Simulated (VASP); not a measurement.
# Li (P6_3/mmc) in VASP: further runs, part 2 of 2

VASP 6.6.1. The steps go on from the part before.

**5. Single point, LDA**

This run uses another cell than the first one, of 18.96 Å³/atom, 1.471 times its volume.

INCAR

```
SYSTEM = Li
PREC = Accurate
ENCUT = 520
EDIFF = 1E-6
ISMEAR = -1
SIGMA = 0.05
LREAL = .FALSE.
LASPH = .TRUE.
NELM = 80
ALGO = Normal
ISIF = 2
LWAVE = .FALSE.
LCHARG = .FALSE.
NBANDS = 10
```

KPOINTS

```
Automatic mesh
0
G
  14 14 8
  0 0 0
```

POSCAR

```
Li
1.0
    2.9946687308      0.0000000000      0.0000000000
   -1.4973343654      2.5934591968      0.0000000000
    0.0000000000      0.0000000000      4.8834874880
Li
2
Direct
    0.3333333333      0.6666666667      0.2500000000
    0.6666666667      0.3333333333      0.7500000000
```

Potentials or basis: VASP PAW LDA potentials, release 64 (Li_sv).

Run with:

```
$ cat potpaw_LDA.64/Li_sv/POTCAR > POTCAR
$ mpirun -np 1 vasp_std > vasp.out
```

OUTCAR:

```text
SYSTEM = Li
   PREC = Accurate
   ENCUT = 520
   EDIFF = 1E-6
   ISMEAR = -1
   LREAL = .FALSE.
   LASPH = .TRUE.
   NELM = 80
   ISIF = 2

 ion  position               nearest neighbor table
   1  0.333  0.667  0.250-
   2  0.667  0.333  0.750-

  LATTYP: Found a hexagonal cell.
 ALAT       =     2.9946687308
 C/A-ratio  =     1.6307271111

  Lattice vectors:

 A1 = (   2.9946687308,   0.0000000000,   0.0000000000)
 A2 = (  -1.4973343654,   2.5934591968,   0.0000000000)
 A3 = (   0.0000000000,   0.0000000000,   4.8834874880)

Analysis of symmetry for initial positions (statically):
=====================================================================
 Subroutine PRICEL returns:
 Original cell was already a primitive cell.

 Routine SETGRP: Setting up the symmetry group for a
 hexagonal supercell.

 Subroutine GETGRP returns: Found 24 space group operations
 (whereof 12 operations were pure point group operations)
 out of a pool of 24 trial point group operations.

The static configuration has the point symmetry D_3d.
 The point group associated with its full space group is D_6h.

[... 168 lines left out ...]
 k-point     1 :       0.0000    0.0000    0.0000
  band No.  band energies     occupation
      1     -44.7276      2.00000
      2     -44.7011      2.00000
      3      -2.7819      2.00000
      4       0.7444      1.28646
      5       3.9944      0.00000
      6      13.6143      0.00000
      7      13.6143      0.00000
      8      15.0920      0.00000
      9      15.0920      0.00000
     10      15.7313      0.00000
[... 287 lines left out ...]
 k-point    24 :       0.3571    0.2857    0.0000
  band No.  band energies     occupation
      1     -44.6961      2.00000
      2     -44.6940      2.00000
      3       1.8782      0.00000
      4       2.8314      0.00000
      5       3.6970      0.00000
      6       6.9389      0.00000
      7       7.2661      0.00000
      8       7.6818      0.00000
      9       9.9668      0.00000
     10      11.8026      0.00000

 [... further k-points ...]

------------------------ aborting loop because EDIFF is reached ----------------------------------------

  FORCE on cell =-STRESS in cart. coord.  units (eV):
  Direction    XX          YY          ZZ          XY          YZ          ZX
  --------------------------------------------------------------------------------------
  -------------------------------------------------------------------------------------
  Total       -0.0225809     -0.0225809     -0.0198294      0.0000000     -0.0000000      0.0000000
  in kB       -0.9538797     -0.9538797     -0.8376468      0.0000000     -0.0000000      0.0000000
  external PRESSURE =      -0.9151354 kB  Pullay stress =       0.0000000 kB

 VOLUME and BASIS-vectors are now :
 -----------------------------------------------------------------------------
  energy-cutoff  :      520.00
  volume of cell :       37.93
      direct lattice vectors                 reciprocal lattice vectors
     2.994668731  0.000000000  0.000000000     0.333926751  0.192792700  0.000000000
    -1.497334365  2.593459197  0.000000000     0.000000000  0.385585399  0.000000000
     0.000000000  0.000000000  4.883487488     0.000000000  0.000000000  0.204771693

 POSITION                                       TOTAL-FORCE (eV/Angst)
 -----------------------------------------------------------------------------------
     -0.00000      1.72897      1.22087         0.000000     -0.000000      0.000000
      1.49733      0.86449      3.66262        -0.000000      0.000000      0.000000
 -----------------------------------------------------------------------------------
    total drift:                               -0.000000      0.000000      0.000000

  FREE ENERGIE OF THE ION-ELECTRON SYSTEM (eV)
  ---------------------------------------------------
  free  energy   TOTEN  =        -4.0980910428 eV

  energy  without entropy=       -4.0900422603  energy(sigma->0) =       -4.09406665
```

OSZICAR:

```text
N       E                     dE             d eps       ncg     rms          rms(c)
DAV:   1     0.176432896433E+02    0.17643E+02   -0.32330E+03  2416   0.567E+02
DAV:   2    -0.155503336668E+01   -0.19198E+02   -0.18603E+02  3100   0.110E+02
DAV:   3    -0.404298651351E+01   -0.24880E+01   -0.24693E+01  3822   0.318E+01
DAV:   4    -0.409994171489E+01   -0.56955E-01   -0.56874E-01  3216   0.502E+00
DAV:   5    -0.410067345684E+01   -0.73174E-03   -0.73165E-03  3182   0.482E-01    0.281E-01
DAV:   6    -0.409890675970E+01    0.17667E-02   -0.98843E-04  4322   0.146E-01    0.162E-01
DAV:   7    -0.409808388635E+01    0.82287E-03   -0.18807E-03  4602   0.200E-01    0.455E-02
DAV:   8    -0.409809029142E+01   -0.64051E-05   -0.32318E-05  2748   0.583E-02    0.210E-03
DAV:   9    -0.409809104285E+01   -0.75142E-06   -0.17488E-06  2840   0.117E-02
   1 F= -.40980910E+01 E0= -.40940667E+01  d E =-.804878E-02
```

Run time: 19 s. Hardware: 1 thread of Intel Xeon 6975P-C, shared host; peak memory 0.15 GiB.

What came out:

```yaml
Free_energy: -4.0981 eV
Band_gap_on_the_k_mesh: zero (band 3 reaches 2.73 eV, above the bottom of band 4 at -1.66 eV)
```

Caveat: the cutoff is under 1.25 times the usual one of these potentials, so pressure, stress and relaxed cells hold a basis-set (Pulay) error.

**6. Overview**

```tsv
cell	gap on the mesh (eV)
a = 2.633, b = 2.633, c = 4.294 Å, angles 90.0, 90.0, 120.0°, 2 atoms	none
a = 2.826, b = 2.826, c = 4.608 Å, angles 90.0, 90.0, 120.0°, 2 atoms	none
a = 2.913, b = 2.913, c = 4.750 Å, angles 90.0, 90.0, 120.0°, 2 atoms	none
a = 2.995, b = 2.995, c = 4.883 Å, angles 90.0, 90.0, 120.0°, 2 atoms	none
```

Alike in all rows: task single point; level LDA; potentials or basis VASP PAW LDA potentials, release 64 (Li_sv); no spin polarisation; k mesh 14 × 14 × 8; cutoff (eV) 520; smearing fermi-dirac 0.05 eV.

Caveats: the cutoff is under 1.25 times the usual one of these potentials, so pressure, stress and relaxed cells hold a basis-set (Pulay) error.

Total energies depend on the potentials used, so only differences within one code and one set of settings carry meaning.
